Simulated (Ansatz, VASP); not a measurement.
**As3S in VASP and in Ansatz**

```
As S
1.0
     4.19172    0.00000    0.00000
     0.00000    4.19172    0.00000
     0.00000    0.00000    4.19172
As S
3 1
Direct
  0.00000 0.50000 0.50000
  0.50000 0.00000 0.50000
  0.50000 0.50000 0.00000
  0.00000 0.00000 0.00000
```

Alike in both runs: functional r2SCAN; k mesh 4 × 4 × 4; occupations gaussian, width 0.1 eV; no spin polarisation.

Ansatz relaxed the structure, and its values are those at the end. VASP's run is a single point on that final structure, the one shown.

|  | VASP | Ansatz |
| --- | --- | --- |
| version | VASP 6.6.1 | Ansatz 0.2.0 |
| potentials or method | VASP PAW PBE potentials, release 64 (As, S), cutoff 520 eV | scalar-relativistic, plane waves, PAW |
| valence electrons in the cell | 21 | 51 |

VASP gave:

```
gap on the k mesh at the Fermi level (eV) : none
pressure (GPa)                            : -0.2
```

Question: Estimate Ansatz's values.

Answer: gap on the k mesh at the Fermi level (eV): none; pressure (GPa): 0.0.

VASP's potentials were made for PBE, not for r2SCAN. A gap of «none» marks a metal or a gap that the smearing closes. VASP's potentials hold 21 valence electrons a cell and Ansatz's 51, so a difference there can come from the potentials and not from the codes.

The k mesh is coarse, so the values compare programs but aren't converged.
